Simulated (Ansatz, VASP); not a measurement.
One calculation of GaAs, two programs

```
Ga As
1.0
     0.00000    2.67047    2.67047
     2.67047    0.00000    2.67047
     2.67047    2.67047    0.00000
Ga As
1 1
Direct
  0.00000 0.00000 0.00000
  0.25000 0.25000 0.25000
```

Alike in both runs: task single point; functional PBE; k mesh 4 × 4 × 4; no spin polarisation.

```csv
,VASP,Ansatz
version,VASP 6.6.1,Ansatz 0.2.0-dev
potentials or method,"VASP PAW PBE potentials, release 64 (Ga_d, As), cutoff 500 eV",hard PAW set made for 700 eV
occupations,"gaussian, width 0.01 eV",fixed
```

Ansatz gave:

| Quantity | Value |
| --- | --- |
| gap on the k mesh at the Fermi level (eV) | 1.07 |

Problem. What did VASP give for the same quantities?

Solution. gap on the k mesh at the Fermi level (eV): 1.06.

The k mesh is coarse, so the values compare programs but aren't converged.
